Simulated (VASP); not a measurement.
Set up this calculation in VASP 6.6.1, as the native input.

| Property | Result |
| --- | --- |
| Task | single point |
| Functional | PBEsol |
| Potentials or basis | VASP PAW PBE potentials, release 64 (Nb_sv) |
| Cutoff | 520 eV |
| k mesh | 9 × 9 × 2 |
| Occupations | gaussian, width 0.1 eV |
| Spin | no spin polarisation |
| Dipole correction | no |
| Further INCAR settings | ALGO = Normal; EDIFF = 1e-06; NBANDS = 34 |

The structure of Nb lies in POSCAR:

```
Nb
1.0
    2.8184813990      0.0000000000      0.0000000000
   -1.4092406995      2.4408764916      0.0000000000
    0.0000000000      0.0000000000     10.4941937683
Nb
4
Direct
    0.0000000000      0.0000000000      0.0000000000
    0.0000000000      0.0000000000      0.5000000000
    0.3333333333      0.6666666667      0.7500000000
    0.6666666667      0.3333333333      0.2500000000
```

One way to write it, as run:

INCAR

```
SYSTEM = Nb
PREC = Accurate ; ENCUT = 520
EDIFF = 1E-6 ; ISMEAR = 0
SIGMA = 0.1 ; LREAL = .False.
LASPH = .True. ; NELM = 60
ALGO = Normal ; ISIF = 2
LWAVE = .False. ; LCHARG = .False.
GGA = PS ; NBANDS = 34
```

KPOINTS

```
regular mesh
0
Gamma
  9 9 2
  0 0 0
```

Potentials or basis: VASP PAW PBE potentials, release 64 (Nb_sv).

The run is started by

```bash
$ cat potpaw_PBE.64/Nb_sv/POTCAR > POTCAR
$ mpirun -np 1 vasp_std > vasp.out
```

It gave:

```
Pressure               : -0.4 GPa
Band gap on the k mesh : zero (band 26 reaches 12.26 eV, above the bottom of band 27 at 10.91 eV)
```

Caveat: the PAW data sets were made with another functional, which shifts forces and pressure a little.

It took 32 s on 1 thread of Intel(R) Xeon(R) 6975P-C (Granite Rapids), with other jobs on the host, peak memory 0.2 GiB.
